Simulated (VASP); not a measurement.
Input of a VASP 6.6.1 run:

Contents of POSCAR:

```
Rh
1.0
    0.0000000000      1.9585965000      1.8445035000
    1.9585965000      0.0000000000      1.8445035000
    1.9585965000      1.9585965000      0.0000000000
Rh
1
Direct
    0.0000000000      0.0000000000      0.0000000000
```

File INCAR.step1:

```
SYSTEM = Rh
ALGO = Normal
EDIFF = 1E-4
ENCUT = 520
GGA = PE
ISMEAR = 0
LASPH = .TRUE.
LCHARG = .FALSE.
LREAL = .FALSE.
LWAVE = .TRUE.
NBANDS = 14
NELM = 80
PREC = Accurate
SIGMA = 0.15
```

The input INCAR.step2:

```
SYSTEM = Rh
ALGO = Normal
EDIFF = 1E-6
ENCUT = 520
ISIF = 2
ISMEAR = 0
ISTART = 1
LASPH = .TRUE.
LCHARG = .FALSE.
LMIXTAU = .TRUE.
LREAL = .FALSE.
LWAVE = .FALSE.
METAGGA = R2SCAN
NBANDS = 14
NELM = 80
PREC = Accurate
SIGMA = 0.15
```

The input KPOINTS:

```
k-points
0
G
  8 8 8
  0 0 0
```

Potentials or basis: VASP PAW PBE potentials, release 64 (Rh_pv).

Command:

```bash
$ cat potpaw_PBE.64/Rh_pv/POTCAR > POTCAR
$ cp INCAR.step1 INCAR
$ mpirun -np 1 vasp_std > vasp.out
$ cp INCAR.step2 INCAR
$ mpirun -np 1 vasp_std > vasp.out
```

Task: Predict the pressure.

Result: -5.7 GPa.

Stress tensor (GPa, compression positive):
```
-9.81  0.00  0.00
 0.00 -9.81  0.00
 0.00  0.00  2.41
```

Caveat: the cell differs from its parent crystal (strain +0.030 along x and y, -0.030 along z); the PAW data sets were made with another functional, which shifts forces and pressure a little.
